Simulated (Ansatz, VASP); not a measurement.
One calculation of Mg3CdS4, two programs

INCAR

```
ALGO = Normal ; EDIFF = 1E-6
ENCUT = 520 ; ISIF = 2
ISMEAR = 0 ; LASPH = True
LCHARG = True ; LELF = True
LREAL = False ; LVHAR = True
LWAVE = False ; NBANDS = 31
NELM = 60 ; PREC = Accurate
SIGMA = 0.02
```

KPOINTS

```
k-points
0
Gamma
  6 6 2
```

Contents of POSCAR:

```
Mg3CdS4
1.0
    4.0769351230      0.0000000000      0.0000000000
    0.0000000000      4.0769351230      0.0000000000
    0.0000000000      0.0000000000     11.4599552383
Mg Cd S
3 1 4
Direct
    0.0000000000      0.0000000000      0.7444175157
    0.0000000000      0.0000000000      0.2555824843
    0.5000000000      0.5000000000      0.5000000000
    0.5000000000      0.5000000000      0.0000000000
    0.5000000000      0.0000000000      0.1345312479
    0.0000000000      0.5000000000      0.3777970514
    0.5000000000      0.0000000000      0.6222029486
    0.0000000000      0.5000000000      0.8654687521
```

Input for Ansatz:

```yaml
crystal:
  lattice:
    - [4.076935123, 0.0, 0.0]
    - [0.0, 4.076935123, 0.0]
    - [0.0, 0.0, 11.4599552383]
  atoms:
    - { symbol: Mg, position: [0.0, 0.0, 0.7444175157] }
    - { symbol: Mg, position: [0.0, 0.0, 0.2555824843] }
    - { symbol: Mg, position: [0.5, 0.5, 0.5] }
    - { symbol: Cd, position: [0.5, 0.5, 0.0] }
    - { symbol: S, position: [0.5, 0.0, 0.1345312479] }
    - { symbol: S, position: [0.0, 0.5, 0.3777970514] }
    - { symbol: S, position: [0.5, 0.0, 0.6222029486] }
    - { symbol: S, position: [0.0, 0.5, 0.8654687521] }
basis:
  ecutwfc: 420
kpoints:
  mp_grid: { grid: [6, 6, 2] }
  band_path:
    path:
      - [[0.0, 0.0, 0.0], [0.0, 0.5, 0.0], [0.5, 0.5, 0.0], [0.0, 0.0, 0.0], [0.0, 0.0, 0.5], [0.0, 0.5, 0.5], [0.5, 0.5, 0.5], [0.0, 0.0, 0.5]]
      - [[0.0, 0.5, 0.0], [0.0, 0.5, 0.5]]
      - [[0.5, 0.5, 0.0], [0.5, 0.5, 0.5]]
    npoints: 14
hamiltonian:
  xc: lda
scf:
  occupations: { method: gaussian, width: 0.02 }
  n_extra_bands: 20
output:
  forces: true
  stress: true
  eigenvalues: true
  populations: true
  dos: { projected: true, de: 0.02, nscf_kmesh: { grid: [9, 9, 3] } }
  bader: true
  write_density: true
  write_potential: true
  elf: true
  volumetric_format: npy
```

Alike in both runs: task single point; functional LDA; k mesh 6 × 6 × 2; occupations gaussian, width 0.02 eV; no spin polarisation.

```csv
,VASP,Ansatz
version,VASP 6.6.1,Ansatz 0.2.0
potentials or method,"VASP PAW LDA potentials, release 64 (Mg, Cd, S), cutoff 520 eV","scalar-relativistic, plane waves, PAW"
valence electrons in the cell,42,74
```

|  | VASP | Ansatz | Ansatz less VASP |
| --- | --- | --- | --- |
| gap on the k mesh at the Fermi level (eV) | 2.29 | 2.27 | -0.019 |
| least direct gap on the mesh (eV) | 2.29 | 2.27 | -0.019 |
| pressure (GPa) | -3.8 | -3.5 | +0.22 |
| traceless stress, the component that is largest in VASP (GPa) | -0.09 | -0.05 | +0.042 |
| rms of the force components (eV/Å) | 0.047 | 0.063 | +0.0160 |

LDA's correlation is that of Perdew and Zunger in VASP and of Perdew and Wang (1992) in Ansatz. Atom by atom the forces differ by 0.019 eV/Å (rms over components). VASP's potentials hold 42 valence electrons a cell and Ansatz's 74, so a difference there can come from the potentials and not from the codes.
